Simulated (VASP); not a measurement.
The system is Mg2PbN2.

```
CELL_PARAMETERS angstrom
3.62686 0.00000 0.00000
-1.81343 3.14096 0.00000
0.00000 0.00000 6.56589
ATOMIC_POSITIONS crystal
Mg 0.66667 0.33333 0.13878
Mg 0.33333 0.66667 0.86122
Pb 0.00000 0.00000 0.50000
N 0.66667 0.33333 0.79746
N 0.33333 0.66667 0.20255
```

Base run:

| Quantity | Value |
| --- | --- |
| Program | VASP 6.6.1 |
| Functional | PBE |
| Potentials or basis | VASP PAW PBE potentials, release 64 (Mg, Pb_d, N) |
| Cutoff | 520 eV |
| k mesh | 7 × 7 × 4 |
| Occupations | gaussian, width 0.01 eV |
| Spin | no spin polarisation |

Its results: band gap on the k mesh 0.14 eV (least direct gap 0.24 eV); pressure -0.4 GPa.

Question: The run is repeated on the same cell with these changes: k mesh from 7 × 7 × 4 to 9 × 9 × 4. What comes out?

Answer: Band gap on the k mesh 0.08 eV (least direct gap 0.24 eV); pressure -0.4 GPa.

Caveats: spin-orbit coupling is left out, which moves the levels of the heavy elements; an odd mesh through Γ misses points on the zone boundary, where band edges can lie.
